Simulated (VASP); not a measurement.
Runs of VASP 6.6.1 on Nb. The structure is that of space group Fm-3m (No. 225), or close to it. The cells are those of the table. 

```tsv
task	cell	gap on the mesh (eV)	pressure (GPa)
single point	a = 2.966 Å, angles 60.0°, 1 atom	none	-2.9
single point	a = 2.971 Å, angles 60.0°, 1 atom	none	(a)
electric field gradients	a = 2.930 Å, angles 60.0°, 1 atom	none	3.6
single point	a = 2.961, b = 2.961, c = 2.931 Å, angles 60.3, 60.3, 59.3°, 1 atom	none	(b)
electric field gradients	a = 3.036, b = 3.036, c = 2.991 Å, angles 60.5, 60.5, 59.0°, 1 atom	none	-11.3
```

Alike in all rows: level PBEsol; potentials or basis VASP PAW PBE potentials, release 64 (Nb_sv); no spin polarisation; k mesh 13 × 13 × 13; cutoff (eV) 520; smearing fermi-dirac 0.08 eV.

Fill in the values left out.

(a) -3.8; (b) -0.5.

Caveats: the PAW data sets were made with another functional, which shifts forces and pressure a little.

A k mesh can miss the band edges, and the runs leave out spin-orbit coupling on Nb.

A gap of «none» marks levels without a gap at the run's occupations.
